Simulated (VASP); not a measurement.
# BaTiO3 (Pm-3m) in VASP: a series of runs, part 2 of 2

VASP 6.6.1.

### Step 3. Single point, PBE

This run uses another cell than the first one, of 13.63 Å³/atom, 1.019 times its volume.

INCAR reads:

```
ALGO = Normal
EDIFF = 1E-6
ENCUT = 520
GGA = PE
ISIF = 2
ISMEAR = 0
LASPH = True
LCHARG = False
LREAL = False
LWAVE = False
NBANDS = 28
NELM = 100
PREC = Accurate
SIGMA = 0.01
```

KPOINTS reads:

```
k-points
0
Gamma
  6 6 6
```

POSCAR reads:

```
BaTiO3
1.0
    4.0845689666      0.0000000000      0.0000000000
    0.0000000000      4.0845689666      0.0000000000
    0.0000000000      0.0000000000      4.0845689666
Ba Ti O
1 1 3
Direct
    0.5000000000      0.5000000000      0.5000000000
    0.0000000000      0.0000000000      0.0000000000
    0.5000000000      0.0000000000      0.0000000000
    0.0000000000      0.5000000000      0.0000000000
    0.0000000000      0.0000000000      0.5000000000
```

Potentials or basis: VASP PAW PBE potentials, release 64 (Ba_sv, Ti_sv, O).

Started as:

```sh
$ cat potpaw_PBE.64/Ba_sv/POTCAR potpaw_PBE.64/Ti_sv/POTCAR potpaw_PBE.64/O/POTCAR > POTCAR
$ mpirun -np 1 vasp_std > vasp.out
```

OUTCAR:

```text
EDIFF = 1E-6
   ENCUT = 520
   GGA = PE
   ISIF = 2
   ISMEAR = 0
   LASPH = True
   LREAL = False
   NELM = 100
   PREC = Accurate

 ion  position               nearest neighbor table
   1  0.500  0.500  0.500-   3 2.89   4 2.89   5 2.89   3 2.89   4 2.89   3 2.89   5 2.89   3 2.89
                             4 2.89   5 2.89   4 2.89   5 2.89   2 3.54   2 3.54   2 3.54   2 3.54
   2  0.000  0.000  0.000-   3 2.04   4 2.04   5 2.04   5 2.04   4 2.04   3 2.04   1 3.54   1 3.54
                             1 3.54   1 3.54   1 3.54   1 3.54   1 3.54   1 3.54
   3  0.500  0.000  0.000-   2 2.04   2 2.04   1 2.89   1 2.89   1 2.89   1 2.89
   4  0.000  0.500  0.000-   2 2.04   2 2.04   1 2.89   1 2.89   1 2.89   1 2.89
   5  0.000  0.000  0.500-   2 2.04   2 2.04   1 2.89   1 2.89   1 2.89   1 2.89

  LATTYP: Found a simple cubic cell.
 ALAT       =     4.0845689666

  Lattice vectors:

 A1 = (   4.0845689666,   0.0000000000,   0.0000000000)
 A2 = (   0.0000000000,   4.0845689666,   0.0000000000)
 A3 = (   0.0000000000,   0.0000000000,   4.0845689666)

Analysis of symmetry for initial positions (statically):
=====================================================================
 Subroutine PRICEL returns:
 Original cell was already a primitive cell.

 Routine SETGRP: Setting up the symmetry group for a
 simple cubic supercell.

 Subroutine GETGRP returns: Found 48 space group operations
 (whereof 48 operations were pure point group operations)
 out of a pool of 48 trial point group operations.

The static configuration has the point symmetry O_h .

Analysis of symmetry for dynamics (positions and initial velocities):
=====================================================================
 Subroutine PRICEL returns:
 Original cell was already a primitive cell.

 Routine SETGRP: Setting up the symmetry group for a
 simple cubic supercell.

 Subroutine GETGRP returns: Found 48 space group operations
 (whereof 48 operations were pure point group operations)
 out of a pool of 48 trial point group operations.

The dynamic configuration has the point symmetry O_h .

 Subroutine INISYM returns: Found 48 space group operations
 (whereof 48 operations are pure point group operations),
 and found     1 'primitive' translations

----------------------------------------------------------------------------------------

                                     Primitive cell

  volume of cell :      68.1457

  direct lattice vectors                    reciprocal lattice vectors
     4.084568967  0.000000000  0.000000000     0.244823874  0.000000000  0.000000000
     0.000000000  4.084568967  0.000000000     0.000000000  0.244823874  0.000000000
     0.000000000  0.000000000  4.084568967     0.000000000  0.000000000  0.244823874

  length of vectors
     4.084568967  4.084568967  4.084568967     0.244823874  0.244823874  0.244823874

  position of ions in fractional coordinates (direct lattice)
     0.500000000  0.500000000  0.500000000
     0.000000000  0.000000000  0.000000000
     0.500000000  0.000000000  0.000000000
     0.000000000  0.500000000  0.000000000
     0.000000000  0.000000000  0.500000000

  ion indices of the primitive-cell ions
   primitive index   ion index
                 1           1
                 2           2
[... 28 lines left out ...]
 Found     20 irreducible k-points:

 Following reciprocal coordinates:
            Coordinates               Weight
  0.000000  0.000000  0.000000      1.000000
  0.166667  0.000000  0.000000      6.000000
  0.333333  0.000000  0.000000      6.000000
  0.500000  0.000000  0.000000      3.000000
  0.166667  0.166667  0.000000     12.000000
  0.333333  0.166667  0.000000     24.000000
[... 12 lines left out ...]
  0.500000  0.500000  0.333333      6.000000
  0.500000  0.500000  0.500000      1.000000
   k-points           NKPTS =     20   k-points in BZ     NKDIM =     20   number of bands    NBANDS=     28
   number of dos      NEDOS =    301   number of ions     NIONS =      5
   total plane-waves  NPLWV =  27000
   dimension x,y,z NGX =    30 NGY =   30 NGZ =   30
   dimension x,y,z NGXF=    60 NGYF=   60 NGZF=   60
   ions per type =               1   1   3
   NGX,Y,Z   is equivalent  to a cutoff of  12.21, 12.21, 12.21 a.u.
   NGXF,Y,Z  is equivalent  to a cutoff of  24.42, 24.42, 24.42 a.u.
 SYSTEM =  unknown system
   PREC   = accura    normal or accurate (medium, high low for compatibility)
   ISTART =      0    job   : 0-new  1-cont  2-samecut
   ICHARG =      2    charge: 1-file 2-atom 10-const
   ISPIN  =      1    spin polarized calculation?
   LNONCOLLINEAR =      F non collinear calculations
   LSORBIT =      F    spin-orbit coupling
   LASPH  =      T    aspherical Exc in radial PAW
   ENCUT  =  520.0 eV  38.22 Ry    6.18 a.u.   7.59  7.59  7.59*2*pi/ulx,y,z
   NELM   =    100;   NELMIN=  2; NELMDL= -5     # of ELM steps
   EDIFF  = 0.1E-05   stopping-criterion for ELM
   LREAL  =      F    real-space projection
   EDIFFG = 0.1E-04   stopping-criterion for IOM
   NSW    =      0    number of steps for IOM
   IBRION =     -1    ionic relax: 0-MD 1-quasi-New 2-CG
   NFREE  =      0    steps in history (QN), initial steepest desc. (CG)
   ISIF   =      2    stress and relaxation
   ISYM   =      2    0-nonsym 1-usesym 2-fastsym
   POTIM  = 0.5000    time-step for ionic-motion
   TEBEG  =    0.0;   TEEND  =   0.0 temperature during run
   PSTRESS=    0.0 pullay stress
   NELECT =      40.0000    total number of electrons
   NUPDOWN=      -1.0000    fix difference up-down
   EMIN   =  10.00;   EMAX   =-10.00  energy-range for DOS
   EFERMI =   0.00;   METHOD = LEGACY
   ISMEAR =     0;   SIGMA  =   0.01  broadening in eV -4-tet -1-fermi 0-gaus
   EFERMI_NEDOS =   21; number of points for ismear=-14 and -15
   IALGO  =     38    algorithm
   IMIX   =      4    mixing-type and parameters
     AMIX     =   0.40;   BMIX     =  1.00
     AMIX_MAG =   1.60;   BMIX_MAG =  1.00
  volume/ion in A,a.u.               =      13.63        91.97
  Fermi-wavevector in a.u.,A,eV,Ry     =   1.370720  2.590284 25.563605  1.878872
  Thomas-Fermi vector in A             =   2.496481
   LORBIT       =      0    0 simple, 1 ext, 2 COOP (PROOUT), +10 PAW based schemes
   GGA     = PE    functional components
   LHFCALC =     F    Hartree Fock is set to
   AEXX    =    0.0000 exact exchange contribution
   IVDW    =     0    specifies the selected vdW correction
   LEPSILON=     F    determine dielectric tensor
   LRPA    =     F    only Hartree local field effects (RPA)
 non-spin polarized calculation
 Gauss-broadening in eV      SIGMA  =   0.01
  energy-cutoff  :      520.00
  volume of cell :       68.15
 maximum number of plane-waves:      1856
   NGX = 15   NGY = 15   NGZ = 15

 number of electron      39.9999990 magnetization

 Free energy of the ion-electron system (eV)
  ---------------------------------------------------
  ext. energy  EPLUGINS =         0.00000000
  ---------------------------------------------------
  free energy    TOTEN  =       -39.94179641 eV

  energy without entropy =      -39.94179641  energy(sigma->0) =      -39.94179641

 E-fermi :   3.5264     XC(G=0): -10.9421

 val. band max:        3.3767399393   @ k =   0.5000   0.5000   0.5000
 cond. band min:       4.9970525744   @ k =   0.0000   0.0000   0.0000
 fundamental gap:      1.6203126350
 Fermi energy:         3.5264434905

 k-point     1 :       0.0000    0.0000    0.0000
  band No.  band energies     occupation
      1     -53.5131      2.00000
      2     -29.6940      2.00000
      3     -29.6940      2.00000
      4     -29.6940      2.00000
      5     -21.5917      2.00000
      6     -13.3708      2.00000
[... 609 lines left out ...]
     27      10.4075      0.00000
     28      10.4075      0.00000

------------------------ aborting loop because EDIFF is reached ----------------------------------------

  FORCE on cell =-STRESS in cart. coord.  units (eV):
  Direction    XX          YY          ZZ          XY          YZ          ZX
  --------------------------------------------------------------------------------------
  -------------------------------------------------------------------------------------
  Total       -2.3943991     -2.3943991     -2.3943991      0.0000000     -0.0000000      0.0000000
  in kB      -56.2948173    -56.2948173    -56.2948173      0.0000000     -0.0000000      0.0000000
  external PRESSURE =     -56.2948173 kB  Pullay stress =       0.0000000 kB

 VOLUME and BASIS-vectors are now :
 -----------------------------------------------------------------------------
  energy-cutoff  :      520.00
  volume of cell :       68.15
      direct lattice vectors                 reciprocal lattice vectors
     4.084568967  0.000000000  0.000000000     0.244823874  0.000000000  0.000000000
     0.000000000  4.084568967  0.000000000     0.000000000  0.244823874  0.000000000
     0.000000000  0.000000000  4.084568967     0.000000000  0.000000000  0.244823874

 POSITION                                       TOTAL-FORCE (eV/Angst)
 -----------------------------------------------------------------------------------
      2.04228      2.04228      2.04228         0.000000      0.000000      0.000000
      0.00000      0.00000      0.00000         0.000000      0.000000      0.000000
      2.04228      0.00000      0.00000         0.000000      0.000000      0.000000
      0.00000      2.04228      0.00000         0.000000      0.000000      0.000000
      0.00000      0.00000      2.04228         0.000000      0.000000      0.000000
 -----------------------------------------------------------------------------------
    total drift:                                0.000000     -0.000000      0.000000

  FREE ENERGIE OF THE ION-ELECTRON SYSTEM (eV)
  ---------------------------------------------------
  free  energy   TOTEN  =       -39.9417964100 eV

  energy  without entropy=      -39.9417964100  energy(sigma->0) =      -39.94179641
```

OSZICAR:

```text
N       E                     dE             d eps       ncg     rms          rms(c)
DAV:   1     0.423055395788E+03    0.42306E+03   -0.20298E+04  1120   0.151E+03
DAV:   2    -0.732374908326E+01   -0.43038E+03   -0.40808E+03  1280   0.409E+02
DAV:   3    -0.490969521735E+02   -0.41773E+02   -0.41389E+02  1324   0.132E+02
DAV:   4    -0.511925386093E+02   -0.20956E+01   -0.20913E+01  1752   0.269E+01
DAV:   5    -0.512282715883E+02   -0.35733E-01   -0.35725E-01  1400   0.323E+00    0.217E+01
DAV:   6    -0.403338271331E+02    0.10894E+02   -0.60185E+01  1620   0.633E+01    0.102E+01
DAV:   7    -0.401955825500E+02    0.13824E+00   -0.11770E+01  1504   0.243E+01    0.620E+00
DAV:   8    -0.399891928361E+02    0.20639E+00   -0.58396E-01  1368   0.602E+00    0.381E+00
DAV:   9    -0.400095932802E+02   -0.20400E-01   -0.75911E-01  1516   0.761E+00    0.237E+00
DAV:  10    -0.399478317853E+02    0.61761E-01   -0.32925E-01  1372   0.507E+00    0.608E-01
DAV:  11    -0.399426899165E+02    0.51419E-02   -0.33857E-02  1304   0.114E+00    0.329E-01
DAV:  12    -0.399422384003E+02    0.45152E-03   -0.79728E-03  1372   0.819E-01    0.166E-01
DAV:  13    -0.399418365727E+02    0.40183E-03   -0.10360E-03  1420   0.295E-01    0.576E-02
DAV:  14    -0.399417960896E+02    0.40483E-04   -0.11224E-04  1684   0.902E-02    0.135E-02
DAV:  15    -0.399417959864E+02    0.10324E-06   -0.10114E-05  1392   0.240E-02    0.621E-03
DAV:  16    -0.399417964100E+02   -0.42362E-06   -0.44513E-06  1152   0.195E-02
   1 F= -.39941796E+02 E0= -.39941796E+02  d E =-.366177-101
```

stdout:

```text
POSCAR found type information on POSCAR BaTiO
 POSCAR found :  3 types and       5 ions
 scaLAPACK will be used
 LDA part: xc-table for (Slater+PW92), standard interpolation
 POSCAR, INCAR and KPOINTS ok, starting setup
 FFT: planning ... GRIDC
 FFT: planning ... GRID_SOFT
 FFT: planning ... GRID
 WAVECAR not read
 entering main loop
```

Run time: 33 s. Hardware: 1 thread of Intel Xeon Platinum 8259CL at 2.50GHz (Skylake/Cascade Lake), shared host; peak memory 0.19 GiB.

Results:

```
Free energy            : -39.9418 eV
Pressure               : -5.6 GPa
Band gap on the k mesh : 1.62 eV, indirect (least direct gap 1.82 eV)
```

Levels at points of the mesh, in eV from the valence-band top:
| k point | band 17 | band 18 | band 19 | band 20 | band 21 | band 22 | band 23 | band 24 |
| --- | --- | --- | --- | --- | --- | --- | --- | --- |
| (0.00, 0.00, 0.00) | -1.00 | -0.20 | -0.20 | -0.20 | 1.62 | 1.62 | 1.62 | 3.50 |
| (0.50, 0.00, 0.00) | -1.75 | -1.75 | -0.71 | -0.71 | 1.75 | 3.19 | 3.19 | 3.50 |
| (0.50, 0.50, 0.00) | -1.73 | -0.90 | -0.90 | -0.08 | 3.19 | 3.19 | 3.58 | 4.27 |
| (0.50, 0.50, 0.50) | -2.41 | 0.00 | 0.00 | 0.00 | 3.79 | 3.79 | 3.79 | 6.45 |

Caveat: spin-orbit coupling is left out, which moves the levels of the heavy elements. A k mesh can miss the band edges.
